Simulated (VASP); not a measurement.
A run of VASP 6.6.1 is set up as follows.

Contents of INCAR:

```
ALGO = Normal
EDIFF = 1E-7
ENCUT = 520
GGA = PE
ISIF = 2
ISMEAR = 0
LASPH = True
LCHARG = False
LREAL = False
LWAVE = False
NBANDS = 33
NELM = 100
PREC = Accurate
SIGMA = 0.1
```

Contents of KPOINTS:

```
k-points
0
Gamma
  8 6 10
```

The input POSCAR:

```
SnP2
1.0
    5.1576358344      0.0000000000      0.0000000000
    0.0000000000      6.5035506612      0.0000000000
    0.0000000000      0.0000000000      4.0002983125
Sn P
2 4
Direct
    0.0000000000      0.0000000000      0.0000000000
    0.5000000000      0.5000000000      0.5000000000
    0.1659376990      0.4012645223      0.0000000000
    0.8340623010      0.5987354777      0.0000000000
    0.6659376990      0.0987354777      0.5000000000
    0.3340623010      0.9012645223      0.5000000000
```

Potentials or basis: VASP PAW PBE potentials, release 64 (Sn_d, P).

The run is started by

```bash
$ cat potpaw_PBE.64/Sn_d/POTCAR potpaw_PBE.64/P/POTCAR > POTCAR
$ mpirun -np 1 vasp_std > vasp.out
```

(1) Predict the band gap on the k mesh.

(2) Estimate the pressure.

(3) Estimate the largest force.

Answers

(1) zero (bands 24 and 25 overlap by 1.40 eV).

(2) -0.1 GPa.

(3) 0.052 eV/Å.

Caveat: spin-orbit coupling is left out, which moves the levels of the heavy elements.
